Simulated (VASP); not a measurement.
CdSe (Cadmoselite):

```
Cd Se
1.0
     4.30000    0.00000    0.00000
    -2.15000    3.72391    0.00000
     0.00000    0.00000    7.02000
Cd Se
2 2
Direct
  0.33333 0.66667 0.00000
  0.66667 0.33333 0.50000
  0.33333 0.66667 0.38500
  0.66667 0.33333 0.88500
```

| Quantity | Value |
| --- | --- |
| Program | VASP 6.6.1 |
| Task | relaxation of cell and atoms |
| Functional | RPBE |
| Potentials or basis | VASP PAW PBE potentials, release 64 (Cd, Se) |
| Cutoff | 500 eV |
| k mesh | 6 × 6 × 4 |
| Occupations | gaussian, width 0.01 eV |
| Spin | no spin polarisation |

At the start: pressure 5.3 GPa; volume 28.10 Å³/atom.

**Question.** Where does the relaxation end?

**Answer.** Over 8 steps the energy falls by 50.5 meV/atom and the volume is 31.15 Å³/atom (+10.8 %); space group P6_3mc (No. 186, to 0.05 Å).

Step by step:
```
step  energy change (eV)  largest force (eV/Å)  pressure (GPa)  volume (Å³)
   1              0.0000                0.2980            5.32       112.41
   2             -0.1855                0.0432           -1.09       128.28
   3             -0.1982                0.0794           -0.01       124.65
   4             -0.1982                0.0765           -0.09       124.91
   5             -0.1994                0.0580           -0.07       124.85
   6             -0.2013                0.0006           -0.01       124.66
   7             -0.2014                0.0187            0.01       124.61
   8             -0.2022                0.0013            0.01       124.60
```

Final structure:
```yaml
crystal:
  lattice:
    - [4.45236, 0.00000, 0.00000]
    - [-2.22618, 3.85585, 0.00000]
    - [0.00000, 0.00000, 7.25774]
  atoms:
    - { symbol: Cd, position: [0.33333, 0.66667, 0.00451] }
    - { symbol: Cd, position: [0.66667, 0.33333, 0.50451] }
    - { symbol: Se, position: [0.33333, 0.66667, 0.38049] }
    - { symbol: Se, position: [0.66667, 0.33333, 0.88049] }
```

Caveat: the PAW data sets were made with another functional, which shifts forces and pressure a little; the volume moved by +11 % from the deposited cell, more than functionals usually miss.
